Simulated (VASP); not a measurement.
Crystal: SrVO3.

```
Sr V O
1.0
     3.84090    0.00000    0.00000
     0.00000    3.84090    0.00000
     0.00000    0.00000    3.84090
Sr V O
1 1 3
Direct
  0.50000 0.50000 0.50000
  0.00000 0.00000 0.00000
  0.50000 0.00000 0.00000
  0.00000 0.50000 0.00000
  0.00000 0.00000 0.50000
```

Base run:

| Property | Result |
| --- | --- |
| Program | VASP 6.6.1 |
| Functional | PBE |
| Potentials or basis | VASP PAW PBE potentials, release 64 (Sr_sv, V_sv, O) |
| Cutoff | 520 eV |
| k mesh | 6 × 6 × 6 |
| Occupations | fermi-dirac, width 0.3 eV |
| Spin | collinear spin, ferromagnetic start |
| Starting moments | [0.0, 1.5, 0.0, 0.0, 0.0] μB |

Its results: pressure 4.5 GPa; net moment 0.00 μB per cell.

The run is repeated on the same cell with these changes: occupations from fermi-dirac, width 0.3 eV to fermi-dirac, width 0.5 eV. What comes out?

Pressure 6.0 GPa; net moment 0.00 μB per cell.

Caveats: the cell stands under pressure; so wide a smearing shifts energies and pressures.
